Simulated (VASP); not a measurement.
Here is a VASP 6.6.1 calculation.

File INCAR:

```
PREC = Accurate ; ENCUT = 520
EDIFF = 1E-6 ; ISMEAR = 0
SIGMA = 0.15 ; LREAL = False
LASPH = True ; NELM = 80
ALGO = Fast ; ISIF = 2
LWAVE = False ; LCHARG = False
GGA = PS ; NBANDS = 14
```

File KPOINTS:

```
regular mesh
0
Gamma
  16 16 16
```

The input POSCAR:

```
AlNi
1.0
    2.8618233745      0.0000000000      0.0000000000
    0.0000000000      2.8618233745      0.0000000000
    0.0000000000      0.0000000000      2.8618233745
Al Ni
1 1
Direct
   -0.0066391239     -0.0066391239      0.0000000000
    0.5030520259      0.5030520259      0.5000000000
```

Potentials or basis: VASP PAW PBE potentials, release 64 (Al, Ni).

Run with:

```bash
$ cat potpaw_PBE.64/Al/POTCAR potpaw_PBE.64/Ni/POTCAR > POTCAR
$ mpirun -np 1 vasp_std > vasp.out
```

Task: What does it give for the band gap on the k mesh?

Result: Zero (an odd number of electrons rules out a gap without spin polarisation).

Task: Estimate the largest force.

Result: 0.246 eV/Å.

Task: Predict the pressure.

Result: 0.2 GPa.

Forces in eV/Å, atoms in the order of the input:
```
Al   0.174  0.174  0.000
Ni  -0.174 -0.174  0.000
```

Caveat: the cell differs from its parent crystal (atoms displaced along several vibrational modes); the PAW data sets were made with another functional, which shifts forces and pressure a little. Spin polarisation is off, so any magnetic state and its effect on volume and gap are missing.
